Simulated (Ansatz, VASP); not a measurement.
# Be: VASP beside Ansatz

File INCAR:

```
SYSTEM = Be
ALGO     = Normal         ! electronic algorithm
EDIFF    = 1E-6           ! SCF threshold, eV
EDIFFG   = -0.005         ! ionic threshold
ENCUT    = 600            ! plane-wave cutoff, eV
IBRION   = 2              ! ionic algorithm
ISIF     = 3              ! what is computed and relaxed
ISMEAR   = 0              ! smearing method
LASPH    = .True.         ! aspherical terms in the spheres
LCHARG   = .False.        ! write CHGCAR
LREAL    = .False.        ! projectors in reciprocal space
LWAVE    = .False.        ! write WAVECAR
NELM     = 60             ! most SCF steps
NSW      = 70             ! ionic steps
PREC     = Accurate       ! precision mode
SIGMA    = 0.1            ! smearing width, eV
```

KPOINTS

```
k-points
0
Gamma
  21 21 12
  0 0 0
```

POSCAR

```
Be
1.0
    2.2626981586      0.0000000000      0.0000000000
   -1.1313490793      1.9595540864      0.0000000000
    0.0000000000      0.0000000000      3.5667383307
Be
2
Direct
    0.3333333333      0.6666666667      0.2500000000
    0.6666666667      0.3333333333      0.7500000000
```

Input for Ansatz:

```yaml
crystal:
  lattice:
    - [2.2626981586, 0.0, 0.0]
    - [-1.1313490793, 1.9595540864, 0.0]
    - [0.0, 0.0, 3.5667383307]
  atoms:
    - { symbol: Be, position: [0.3333333333, 0.6666666667, 0.25] }
    - { symbol: Be, position: [0.6666666667, 0.3333333333, 0.75] }
basis:
  ecutwfc: 420
kpoints:
  mp_grid: { grid: [21, 21, 12] }
hamiltonian:
  xc: lda
scf:
  occupations: { method: gaussian, width: 0.1 }
output:
  forces: true
  stress: true
  eigenvalues: true
relax:
  adjacent_minimum: "off"
  f_tol: 0.005
  max_steps: 50
  cell: { stress_tol: 0.05 }
```

Alike in both runs: task relaxation of cell and atoms; functional LDA; k mesh 21 × 21 × 12; occupations gaussian, width 0.1 eV; no spin polarisation.

```csv
,VASP,Ansatz
version,VASP 6.6.1,Ansatz 0.2.0
potentials or method,"VASP PAW LDA potentials, release 64 (Be), cutoff 600 eV","scalar-relativistic, plane waves, PAW"
valence electrons in the cell,4,4
```

|  | VASP | Ansatz | Ansatz less VASP |
| --- | --- | --- | --- |
| gap on the k mesh at the Fermi level, each at its own relaxed structure (eV) | none | none | - |
| relaxed volume (Å³/atom) | 7.57 | 7.55 | -0.025 |
| relaxed length of the cell vector where the two differ most in proportion (Å) | 2.229 | 2.226 | -0.0025 |

LDA's correlation is that of Perdew and Zunger in VASP and of Perdew and Wang (1992) in Ansatz. A gap of «none» marks a metal or a gap that the smearing closes.
